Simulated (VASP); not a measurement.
Input of a VASP 6.6.1 run:

The input INCAR:

```
SYSTEM = Sb
PREC = Accurate
ENCUT = 520
EDIFF = 1E-8
ISMEAR = -1
SIGMA = 0.05
LREAL = .FALSE.
LASPH = .TRUE.
NELM = 100
ALGO = Normal
ISIF = 2
LWAVE = .FALSE.
LCHARG = .FALSE.
GGA = PS
LEFG = .TRUE.
NBANDS = 12
```

Contents of KPOINTS:

```
Automatic mesh
0
G
  9 9 9
  0 0 0
```

File POSCAR:

```
Sb
1.0
    2.1325272058      1.2312151563      3.7125363276
   -2.1325272058      1.2312151563      3.7125363276
    0.0000000000     -2.4624303126      3.7125363276
Sb
2
Direct
    0.2336400000      0.2336400000      0.2336400000
    0.7663600000      0.7663600000      0.7663600000
```

Potentials or basis: VASP PAW PBE potentials, release 64 (Sb).

Launch:

```sh
$ cat potpaw_PBE.64/Sb/POTCAR > POTCAR
$ mpirun -np 1 vasp_std > vasp.out
```

Question: Estimate the pressure.

Answer: 2.2 GPa.

Question: What does it give for the largest force?

Answer: 0.344 eV/Å.

Electric field gradients, principal values (V/Å²):
| atom | least | middle | greatest (by size) |
| --- | --- | --- | --- |
| 1 Sb | 21.647 | 21.647 | -43.293 |
| 2 Sb | 21.647 | 21.647 | -43.293 |

Caveat: without QUAD_EFG the Cq values of the log hold for a quadrupole moment of 1 mb, not for the nuclei; the PAW data sets were made with another functional, which shifts forces and pressure a little.
